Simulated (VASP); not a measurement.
# C in VASP: single point with PBEsol

Aim: the single point of C with PBEsol.

Everything below comes from runs of VASP 6.6.1. Logs are shortened: lines on timing, memory, paths and dates and some standing lists are left out, and cuts for length are marked.

### 1 The cell of the first run

The cell holds a slab with vacuum, 22 atoms: a = 2.459 Å, b = 7.781 Å, c = 25.571 Å, α = 90.00°, β = 90.00°, γ = 99.09°.

### 2 Single point, PBEsol

Contents of INCAR:

```
SYSTEM = C
PREC     = Accurate       ! precision mode
ENCUT    = 520            ! plane-wave cutoff, eV
EDIFF    = 1E-6           ! SCF threshold, eV
ISMEAR   = 0              ! smearing method
SIGMA    = 0.05           ! smearing width, eV
LREAL    = Auto         
LASPH    = .TRUE.         ! aspherical terms in the spheres
NELM     = 80             ! most SCF steps
ALGO     = Normal         ! electronic algorithm
ISIF     = 2              ! what is computed and relaxed
LWAVE    = .FALSE.        ! write WAVECAR
LCHARG   = .FALSE.        ! write CHGCAR
LDIPOL   = .TRUE.       
IDIPOL   = 3            
DIPOL    = 0.5 0.5 0.500
GGA      = PS             ! functional
NBANDS   = 61             ! bands
ISYM     = 0
```

Contents of KPOINTS:

```
Automatic mesh
0
G
  11 4 1
  0 0 0
```

Contents of POSCAR:

```
C
1.0
    2.4588524194      0.0000000000      0.0000000000
   -1.2294262097      7.6836047988      0.0000000000
    0.0000000000      0.0000000000     25.5712086701
C
22
Direct
    0.9626902308      0.4253571808      0.2963970171
    0.0433986296      0.5868054528      0.3239951574
    0.5770227604      0.6540552483      0.3437921382
    0.8979881314      0.2959898032      0.3365269288
    0.3741525454      0.2483194038      0.3609272556
    0.6205730068      0.7411527481      0.3929144479
    0.1340986295      0.7681933883      0.4196034766
    0.3506425088      0.2012856588      0.4147772836
    0.8463078680      0.1926217324      0.4425223062
    0.1495429760      0.7990859255      0.4742613497
    0.6532029744      0.8064017265      0.5020116843
    0.8464102524      0.1928248297      0.4979880885
    0.3500709169      0.2001417073      0.5257383833
    0.6533047786      0.8066033886      0.5574774760
    0.1489696449      0.7979387608      0.5852225925
    0.3655156888      0.2310351487      0.5803962740
    0.8790412166      0.2580753790      0.6070854130
    0.1254605715      0.7509067926      0.6390728000
    0.6016252718      0.7032368408      0.6634734537
    0.9225912568      0.3451722763      0.6562078680
    0.4562156201      0.4124222511      0.6760047557
    0.5369224746      0.5738702647      0.7036038500
```

Potentials or basis: VASP PAW PBE potentials, release 64 (C).

On the command line:

```
$ cat potpaw_PBE.64/C/POTCAR > POTCAR
$ mpirun -np 1 vasp_std > vasp.out
```

OUTCAR:

```text
SYSTEM = C
   PREC = Accurate
   ENCUT = 520
   EDIFF = 1E-6
   ISMEAR = 0
   LREAL = Auto
   LASPH = .TRUE.
   NELM = 80
   ISIF = 2
   GGA = PS
   ISYM = 0

 ion  position               nearest neighbor table
   1  0.963  0.425  0.296-   2 1.43   4 1.43
   2  0.043  0.587  0.324-   3 1.43   3 1.43   1 1.43
   3  0.577  0.654  0.344-   6 1.42   2 1.43   2 1.43
   4  0.898  0.296  0.337-   5 1.43   5 1.43   1 1.43
   5  0.374  0.248  0.361-   8 1.42   4 1.43   4 1.43
   6  0.621  0.741  0.393-   7 1.42   7 1.42   3 1.42
   7  0.134  0.768  0.420-  10 1.42   6 1.42   6 1.42
[... 12 lines left out ...]
  20  0.923  0.345  0.656-  17 1.42  21 1.43  21 1.43
  21  0.456  0.412  0.676-  20 1.43  20 1.43  22 1.43
  22  0.537  0.574  0.704-  21 1.43  19 1.43

IMPORTANT INFORMATION: All symmetrisations will be switched off!
NOSYMM: (Re-)initialisation of all symmetry stuff for point group C_1.

----------------------------------------------------------------------------------------

                                     Primitive cell

  volume of cell :     483.1130

  direct lattice vectors                    reciprocal lattice vectors
     2.458852419  0.000000000  0.000000000     0.406693786  0.065073623  0.000000000
    -1.229426210  7.683604799  0.000000000     0.000000000  0.130147245  0.000000000
     0.000000000  0.000000000 25.571208670     0.000000000  0.000000000  0.039106482

  length of vectors
     2.458852419  7.781341241 25.571208670     0.411866983  0.130147245  0.039106482

  position of ions in fractional coordinates (direct lattice)
     0.962690231  0.425357181  0.296397017
     0.043398630  0.586805453  0.323995157
     0.577022760  0.654055248  0.343792138
     0.897988131  0.295989803  0.336526929
     0.374152545  0.248319404  0.360927256
     0.620573007  0.741152748  0.392914448
[... 14 lines left out ...]
     0.456215620  0.412422251  0.676004756
     0.536922475  0.573870265  0.703603850

  ion indices of the primitive-cell ions
   primitive index   ion index
                 1           1
                 2           2
                 3           3
                 4           4
                 5           5
                 6           6
[... 14 lines left out ...]
                21          21
                22          22

----------------------------------------------------------------------------------------

 KPOINTS: Automatic mesh

Automatic generation of k-mesh.
 Grid dimensions read from file:
 generate k-points for:   11    4    1

[... 95 lines left out ...]
   NUPDOWN=      -1.0000    fix difference up-down
   EMIN   =  10.00;   EMAX   =-10.00  energy-range for DOS
   EFERMI =   0.00;   METHOD = LEGACY
   ISMEAR =     0;   SIGMA  =   0.05  broadening in eV -4-tet -1-fermi 0-gaus
   EFERMI_NEDOS =   21; number of points for ismear=-14 and -15
   IALGO  =     38    algorithm
   IMIX   =      4    mixing-type and parameters
     AMIX     =   0.40;   BMIX     =  1.00
     AMIX_MAG =   1.60;   BMIX_MAG =  1.00
  volume/ion in A,a.u.               =      21.96       148.19
  Fermi-wavevector in a.u.,A,eV,Ry     =   0.928010  1.753685 11.717380  0.861203
  Thomas-Fermi vector in A             =   2.054141
   LORBIT       =      0    0 simple, 1 ext, 2 COOP (PROOUT), +10 PAW based schemes
   GGA     = PS    functional components
   LHFCALC =     F    Hartree Fock is set to
   AEXX    =    0.0000 exact exchange contribution
   IVDW    =     0    specifies the selected vdW correction
   LEPSILON=     F    determine dielectric tensor
   LRPA    =     F    only Hartree local field effects (RPA)
 non-spin polarized calculation
 Gauss-broadening in eV      SIGMA  =   0.05
  energy-cutoff  :      520.00
  volume of cell :      483.11
 maximum number of plane-waves:     13091
   NGX =  9   NGY = 29   NGZ = 95

 dipolmoment           0.000000      0.000000     -0.000004 electrons x Angstroem

 number of electron      87.9999994 magnetization

 dipolmoment           0.000000      0.000000      0.000001 electrons x Angstroem

 Free energy of the ion-electron system (eV)
  ---------------------------------------------------
  ext. energy  EPLUGINS =         0.00000000
  ---------------------------------------------------
  free energy    TOTEN  =      -204.17752136 eV

  energy without entropy =     -204.17752136  energy(sigma->0) =     -204.17752136

 E-fermi :  -1.7314     XC(G=0):  -4.7733

 val. band max:       -1.9929695194   @ k =  -0.3636   0.2500   0.0000
 cond. band min:      -1.4460481611   @ k =   0.3636   0.2500   0.0000
 fundamental gap:      0.5469213584
 Fermi energy:        -1.7313820767

 k-point     1 :       0.0000    0.0000    0.0000
  band No.  band energies     occupation
      1     -21.1466      2.00000
      2     -20.8698      2.00000
      3     -20.7507      2.00000
      4     -20.2287      2.00000
      5     -20.1693      2.00000
      6     -19.1752      2.00000
[... 1346 lines left out ...]
     55       1.6881      0.00000
     56       2.1421      0.00000
 [bands above 56 left out]

------------------------ aborting loop because EDIFF is reached ----------------------------------------

 vacuum level on the upper side and lower side of the slab       (xc-potential included)        -0.132        -0.132

  FORCE on cell =-STRESS in cart. coord.  units (eV):
  Direction    XX          YY          ZZ          XY          YZ          ZX
  --------------------------------------------------------------------------------------
  -------------------------------------------------------------------------------------
  Total       -9.1303447      3.3212330      1.0313193      0.0015288      0.0654701     -0.0165047
  in kB      -30.2795221     11.0144087      3.4202276      0.0050700      0.2171226     -0.0547357
  external PRESSURE =      -5.2816286 kB  Pullay stress =       0.0000000 kB

 VOLUME and BASIS-vectors are now :
 -----------------------------------------------------------------------------
  energy-cutoff  :      520.00
  volume of cell :      483.11
      direct lattice vectors                 reciprocal lattice vectors
     2.458852419  0.000000000  0.000000000     0.406693786  0.065073623  0.000000000
    -1.229426210  7.683604799  0.000000000     0.000000000  0.130147245  0.000000000
     0.000000000  0.000000000 25.571208670     0.000000000  0.000000000  0.039106482

 POSITION                                       TOTAL-FORCE (eV/Angst)
 -----------------------------------------------------------------------------------
      1.84417      3.26828      7.57923         0.007043     -0.013925     -0.082074
     -0.61472      4.50878      8.28495        -0.003713      0.021596     -0.016206
      0.61470      5.02550      8.79118         0.006345      0.016183     -0.007121
      1.84412      2.27427      8.60540        -0.002858     -0.024956     -0.012696
      0.61470      1.90799      9.22935        -0.001302     -0.016978      0.001123
      0.61470      5.69472     10.04730         0.012440      0.011244      0.002801
[... 14 lines left out ...]
      0.61472      3.16889     17.28626         0.002665     -0.022673      0.012869
      0.61468      4.40939     17.99200        -0.006046      0.008622      0.077150
 -----------------------------------------------------------------------------------
    total drift:                               -0.001991      0.006009      0.016301

  FREE ENERGIE OF THE ION-ELECTRON SYSTEM (eV)
  ---------------------------------------------------
  free  energy   TOTEN  =      -204.1775213566 eV

  energy  without entropy=     -204.1775213566  energy(sigma->0) =     -204.17752136

 vacuum level on the upper side and lower side of the slab         4.128         4.128
```

It took 15 min on 1 thread of Intel Xeon Platinum 8488C (Sapphire Rapids), shared host; peak memory 0.72 GiB.

What came out:

- Free energy: -204.1775 eV
- Largest force: 0.084 eV/Å

Forces in eV/Å, atoms in the order of the input:
```
C    0.007 -0.014 -0.082
C   -0.004  0.022 -0.016
C    0.006  0.016 -0.007
C   -0.003 -0.025 -0.013
C   -0.001 -0.017  0.001
C    0.012  0.011  0.003
C    0.004  0.008 -0.007
C    0.000 -0.002  0.004
C    0.010 -0.004 -0.001
C   -0.011  0.008  0.001
C   -0.003  0.011  0.005
C    0.002 -0.012 -0.003
C    0.008 -0.003  0.001
C   -0.010  0.003  0.001
C    0.003  0.002 -0.001
C   -0.004 -0.006  0.006
C   -0.010 -0.005  0.000
C    0.005  0.015  0.000
C    0.000  0.023  0.010
C   -0.007 -0.018  0.009
C    0.003 -0.023  0.013
C   -0.006  0.009  0.077
```

Caveat: the PAW data sets were made with another functional, which shifts forces and pressure a little.
